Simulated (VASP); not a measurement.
A run of VASP 6.6.1 is set up as follows.

POSCAR

```
Sb
1.0
    3.2342401723      0.0000000000      0.0000000000
   -1.6171200862      2.8009341512      0.0000000000
    0.0000000000      0.0000000000      5.1168000000
Sb
2
Direct
    0.3333333333      0.6666666667      0.2500000000
    0.6666666667      0.3333333333      0.7500000000
```

File INCAR.step1:

```
PREC     = Accurate       # precision mode
ENCUT    = 520            # plane-wave cutoff, eV
ISMEAR   = 0              # smearing method
SIGMA    = 0.15           # smearing width, eV
LREAL    = False          # projectors in reciprocal space
LASPH    = True           # aspherical terms in the spheres
NELM     = 60             # most SCF steps
NBANDS   = 12             # bands
GGA      = PE             # functional
ALGO     = Normal         # electronic algorithm
EDIFF    = 1E-4           # SCF threshold, eV
LWAVE    = True           # write WAVECAR
LCHARG   = False          # write CHGCAR
```

INCAR.step2

```
PREC     = Accurate       # precision mode
ENCUT    = 520            # plane-wave cutoff, eV
EDIFF    = 1E-6           # SCF threshold, eV
ISMEAR   = 0              # smearing method
SIGMA    = 0.15           # smearing width, eV
LREAL    = False          # projectors in reciprocal space
LASPH    = True           # aspherical terms in the spheres
NELM     = 60             # most SCF steps
ALGO     = Normal         # electronic algorithm
ISIF     = 2              # what is computed and relaxed
LWAVE    = False          # write WAVECAR
LCHARG   = False          # write CHGCAR
METAGGA  = R2SCAN         # meta-GGA
LMIXTAU  = True         
NBANDS   = 12             # bands
ISTART   = 1
```

KPOINTS

```
Automatic mesh
0
Gamma
  18 18 10
```

Potentials or basis: VASP PAW PBE potentials, release 64 (Sb).

The run is started by

```sh
$ cat potpaw_PBE.64/Sb/POTCAR > POTCAR
$ cp INCAR.step1 INCAR
$ mpirun -np 1 vasp_std > vasp.out
$ cp INCAR.step2 INCAR
$ mpirun -np 1 vasp_std > vasp.out
```

(1) Predict the band gap on the k mesh.

(2) Predict the pressure.

## Answers

(1) zero (bands 5 and 6 overlap by 9.32 eV).

(2) 13.8 GPa.

Caveat: the cell differs from its parent crystal (strain -0.040 along x and y, -0.040 along z); the cell stands under pressure; the PAW data sets were made with another functional, which shifts forces and pressure a little; spin-orbit coupling is left out, which moves the levels of the heavy elements.
